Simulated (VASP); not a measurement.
The system is VO2.

```
V O
1.0
     4.47695    0.00000    0.00000
     0.00000    4.47695    0.00000
     0.00000    0.00000    3.02402
V O
2 4
Direct
  0.50000 0.50000 0.50000
  0.00000 0.00000 0.00000
  0.20036 0.79964 0.50000
  0.79964 0.20036 0.50000
  0.70036 0.70036 0.00000
  0.29964 0.29964 0.00000
```

Base run:

- Program: VASP 6.6.1
- Functional: SVWN5
- Potentials or basis: VASP PAW PBE potentials, release 64 (V_sv, O)
- Cutoff: 600 eV
- k mesh: 6 × 6 × 9
- Occupations: fermi-dirac, width 0.05 eV
- Spin: collinear spin, ferromagnetic start
- Starting moments: [2.0, 2.0, 0.0, 0.0, 0.0, 0.0] μB

Its results: band gap on the k mesh zero (filled and empty bands overlap); pressure -18.7 GPa; net moment 2.00 μB per cell; site moments V +1.01; O -0.04 μB; largest force 0.316 eV/Å.

Q: The run is repeated on the same cell with these changes: functional from SVWN5 to BLYP. What comes out?

A: Band gap on the k mesh zero (filled and empty bands overlap); pressure 2.5 GPa; net moment 2.00 μB per cell; site moments V +1.06; O -0.06 μB; largest force 0.211 eV/Å.

BLYP binds less tightly than SVWN5, so the same cell stands under more pressure.

Caveats: the PAW data sets were made with another functional, which shifts forces and pressure a little; semilocal functionals often make such compounds metallic where correlation or magnetic order opens a gap, which also shifts bond lengths; the stress differs along the axes, from -33 to -12 GPa (at least some runs); the stress differs along the axes, from -9 to 8 GPa (at least some runs).
